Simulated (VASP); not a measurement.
Wanted: the native input for a VASP 6.6.1 run.

```
Task                   : single point
Functional             : PBE
Potentials or basis    : VASP PAW PBE potentials, release 64 (Tm_3, F), 4f in core
Cutoff                 : 600 eV
k mesh                 : 12 × 12 × 12
Occupations            : gaussian, width 0.1 eV
Spin                   : no spin polarisation
Dipole correction      : no
Further INCAR settings : ALGO = Normal; EDIFF = 1e-06; NBANDS = 25
```

The structure of Tm3F lies in POSCAR:

```
Tm3F
1.0
    0.0000000000      3.7493852018      3.7493852018
    3.7493852018      0.0000000000      3.7493852018
    3.7493852018      3.7493852018      0.0000000000
Tm F
3 1
Direct
    0.2500000000      0.2500000000      0.2500000000
    0.7500000000      0.7500000000      0.7500000000
    0.0000000000      0.0000000000      0.0000000000
    0.5000000000      0.5000000000      0.5000000000
```

The cell was generated, and may not be a known phase.

These files were run (other wordings do the same):

INCAR

```
ALGO = Normal
EDIFF = 1E-6
ENCUT = 600
GGA = PE
GGA_COMPAT = False
ISIF = 2
ISMEAR = 0
LASPH = True
LCHARG = True
LELF = True
LMAXMIX = 6
LREAL = False
LVHAR = True
LWAVE = False
NBANDS = 25
NELM = 200
PREC = Accurate
SIGMA = 0.1
```

KPOINTS

```
k-points
0
Gamma
  12 12 12
```

Potentials or basis: VASP PAW PBE potentials, release 64 (Tm_3, F), 4f in core.

Command:

```bash
$ cat potpaw_PBE.64/Tm_3/POTCAR potpaw_PBE.64/F/POTCAR > POTCAR
$ mpirun -np 1 vasp_std > vasp.out
```

Results of the run:

- Pressure: 0.4 GPa
- Band gap on the k mesh: zero (bands 17 and 18 overlap by 0.84 eV)

Caveat: spin-orbit coupling is left out, which moves the levels of the heavy elements; the 4f electrons are frozen in the core, so they carry no moment and show no levels; the run has no spin polarisation, though such a crystal can be magnetic.

It took 3.1 min on 1 thread of Intel(R) Xeon(R) 6975P-C (Granite Rapids), on a shared host, peak memory 0.37 GiB.
